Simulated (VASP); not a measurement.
A run of VASP 6.6.1:

Contents of INCAR:

```
SYSTEM = Nb
PREC = Accurate ; ENCUT = 520
EDIFF = 1E-6 ; ISMEAR = 0
SIGMA = 0.15 ; LREAL = .False.
LASPH = .True. ; NELM = 100
ALGO = Normal ; ISIF = 2
LWAVE = .False. ; LCHARG = .False.
GGA = PS ; NBANDS = 12
```

File KPOINTS:

```
regular mesh
0
Gamma
  20 20 20
  0 0 0
```

Contents of POSCAR:

```
Nb
1.0
   -1.6639500000      1.5391537500      1.6639500000
    1.6639500000     -1.5391537500      1.6639500000
    1.6639500000      1.5391537500     -1.6639500000
Nb
1
Direct
    0.0000000000      0.0000000000      0.0000000000
```

Potentials or basis: VASP PAW PBE potentials, release 64 (Nb_sv).

Command:

```console
$ cat potpaw_PBE.64/Nb_sv/POTCAR > POTCAR
$ mpirun -np 1 vasp_std > vasp.out
```

Hardware: 1 thread of Intel Xeon 8259CL, with other jobs on the host.

Q: How long does it take, and how much memory?

A: Wall time 84 s on 1 thread of Intel Xeon 8259CL, with other jobs on the host, peak memory 0.24 GiB. Counts: scf iterations 12, k points 641.
